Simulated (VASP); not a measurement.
Input of a VASP 6.6.1 run:

The input INCAR:

```
SYSTEM = Ti
ALGO = Normal
EDIFF = 1E-7
ENCUT = 520
GGA = PS
ISIF = 2
ISMEAR = -1
LASPH = .True.
LCHARG = .True.
LELF = .True.
LREAL = .False.
LVHAR = .True.
LWAVE = .False.
NBANDS = 12
NELM = 60
PREC = Accurate
SIGMA = 0.08
```

File KPOINTS:

```
k-points
0
Gamma
  17 17 17
  0 0 0
```

File POSCAR:

```
Ti
1.0
   -1.6081800000      1.6081800000      1.6410000000
    1.6081800000     -1.6081800000      1.6410000000
    1.6081800000      1.6081800000     -1.6410000000
Ti
1
Direct
    0.0000000000      0.0000000000      0.0000000000
```

Potentials or basis: VASP PAW PBE potentials, release 64 (Ti_sv).

Run with:

```console
$ cat potpaw_PBE.64/Ti_sv/POTCAR > POTCAR
$ mpirun -np 1 vasp_std > vasp.out
```

**Question.** What does it give for the pressure?

**Answer.** -2.8 GPa.

**Question.** Estimate the band gap on the k mesh.

**Answer.** Zero (band 6 reaches 9.23 eV, above the bottom of band 7 at 7.58 eV).

Stress tensor (GPa, compression positive):
```
-2.97  0.00  0.00
 0.00 -2.97  0.00
 0.00  0.00 -2.53
```

Caveat: the cell differs from its parent crystal (equal xx and yy strain of -2 %); the PAW data sets were made with another functional, which shifts forces and pressure a little.
